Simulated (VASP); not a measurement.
Input of a VASP 6.6.1 run:

INCAR

```
  PREC = Accurate
  ENCUT = 520
  EDIFF = 1E-7
  ISMEAR = -1
  SIGMA = 0.05
  LREAL = Auto
  LASPH = T
  NELM = 80
  ALGO = Normal
  ISIF = 2
  LWAVE = F
  LCHARG = F
  GGA = PE
  IVDW = 12
  NBANDS = 86
```

KPOINTS

```
regular mesh
0
Gamma
  2 2 1
```

POSCAR

```
WC
1.0
    5.8116598856      0.0000000000      0.0000000000
   -2.9058299428      5.0330450991      0.0000000000
    0.0000000000      0.0000000000     15.2564750000
W C
8 8
Direct
    0.0000000000      0.0000000000      0.0655459000
    0.0000000000      0.0000000000      0.2539724118
    0.0000000000      0.5000000000      0.0655459000
    0.0000000000      0.5000000000      0.2539724118
    0.5000000000      0.0000000000      0.0655459000
    0.5000000000      0.0000000000      0.2539724118
    0.5000000000      0.5000000000      0.0655459000
    0.5000000000      0.5000000000      0.2539724118
    0.3333333333      0.1666666667      0.1511793204
    0.3333333333      0.1666666667      0.3269081173
    0.3333333333      0.6666666667      0.1511793204
    0.3333333333      0.6666666667      0.3269081173
    0.8333333333      0.1666666667      0.1511793204
    0.8333333333      0.1666666667      0.3269081173
    0.8333333333      0.6666666667      0.1511793204
    0.8333333333      0.6666666667      0.3269081173
```

Potentials or basis: VASP PAW PBE potentials, release 64 (W_sv, C).

Run with:

```sh
$ cat potpaw_PBE.64/W_sv/POTCAR potpaw_PBE.64/C/POTCAR > POTCAR
$ mpirun -np 1 vasp_std > vasp.out
```

Question: What does it give for the dispersion energy per atom?

Answer: -0.292 eV.

Question: What does it give for the largest force?

Answer: 0.093 eV/Å.

Forces on the atoms (eV/Å):
```
W    0.000  0.000 -0.059
W    0.000  0.000 -0.031
W    0.000  0.000 -0.059
W    0.000  0.000 -0.031
W    0.000  0.000 -0.059
W    0.000  0.000 -0.031
W    0.000  0.000 -0.059
W    0.000  0.000 -0.031
C    0.000  0.000 -0.004
C    0.000  0.000  0.093
C    0.000  0.000 -0.004
C    0.000  0.000  0.093
C    0.000  0.000 -0.004
C    0.000  0.000  0.093
C    0.000  0.000 -0.004
C    0.000  0.000  0.093
```

Caveat: the k points lie up to 0.62 Å⁻¹ apart.
